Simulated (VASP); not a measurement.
BiTe3: single point with PBE

The system is BiTe3.

```
CELL_PARAMETERS angstrom
5.92842 0.00000 0.00000
0.00000 5.92842 0.00000
0.00000 0.00000 5.92842
ATOMIC_POSITIONS crystal
Bi 0.00000 0.00000 0.00000
Te 0.50000 0.00000 0.00000
Te 0.00000 0.00000 0.50000
Te 0.00000 0.50000 0.00000
```

```
Program             : VASP 6.6.1
Task                : single point
Functional          : PBE
Potentials or basis : VASP PAW PBE potentials, release 64 (Bi_d, Te)
Cutoff              : 520 eV
k mesh              : 6 × 6 × 6
Occupations         : gaussian, width 0.05 eV
Spin                : no spin polarisation
```

| Item | Value |
| --- | --- |
| Pressure | 1.2 GPa |
| Band gap on the k mesh | zero (an odd number of electrons rules out a gap without spin polarisation) |

Levels at points of the mesh, in eV from the Fermi level:
```csv
k point,band 12,band 13,band 14,band 15,band 16,band 17,band 18,band 19,band 20,band 21
"(0.00, 0.00, 0.00)",-4.36,-0.28,-0.28,-0.28,-0.18,-0.18,-0.18,4.39,5.14,5.14
"(0.50, 0.00, 0.00)",-1.49,-0.76,-0.76,-0.49,-0.21,-0.21,-0.09,1.54,5.35,5.59
"(0.50, 0.50, 0.00)",-1.10,-1.10,-0.73,-0.73,-0.55,0.39,0.69,1.21,1.21,5.82
"(0.50, 0.50, 0.50)",-1.85,-0.53,-0.53,0.57,0.57,0.57,0.70,0.70,0.70,0.86
```

Wall time 2.6 min on 1 thread of Intel Xeon 8259CL (shared host), peak memory 0.37 GiB.

Caveat: spin-orbit coupling is left out, which moves the levels of the heavy elements.
